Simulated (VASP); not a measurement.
Input of a VASP 6.6.1 run:

File INCAR:

```
SYSTEM = C
PREC = Accurate
ENCUT = 520
EDIFF = 1E-6
ISMEAR = 0
SIGMA = 0.1
LREAL = .False.
LASPH = .True.
NELM = 80
ALGO = Normal
ISIF = 2
LWAVE = .False.
LCHARG = .False.
GGA = PE
NBANDS = 16
```

Contents of KPOINTS:

```
Automatic mesh
0
Gamma
  16 16 6
  0 0 0
```

File POSCAR:

```
C
1.0
    2.5093458914      0.0246999881      0.0026181987
   -1.2332821286      2.1361009010     -0.0000042595
    0.0071974000      0.0041419000      6.8079935000
C
4
Direct
    0.0239086162      0.0119543081      0.0052883586
   -0.0149030052     -0.0074515026      0.4909111004
    0.3059153298      0.6529576650      0.0088382147
    0.6850790592      0.3425395296      0.5049623263
```

Potentials or basis: VASP PAW PBE potentials, release 64 (C).

The run is started by

```sh
$ cat potpaw_PBE.64/C/POTCAR > POTCAR
$ mpirun -np 1 vasp_std > vasp.out
```

What does it give for the band gap on the k mesh?

0.11 eV, direct.

Estimate the pressure.

-3.2 GPa.

Estimate the largest force.

4.846 eV/Å.

Forces in eV/Å, atoms in the order of the input:
```
C   -4.185 -2.416  0.356
C    2.883  1.664  1.550
C    4.183  2.415 -0.393
C   -2.881 -1.664 -1.513
```

Caveat: the cell differs from its parent crystal (strained and its atoms moved); this functional lacks dispersion, which binds the layers, so the pressure and a relaxed spacing across them are unreliable; forces of over 1 eV/Å act on the atoms, so gaps and moduli don't describe the material at rest. A k mesh can miss the band edges.
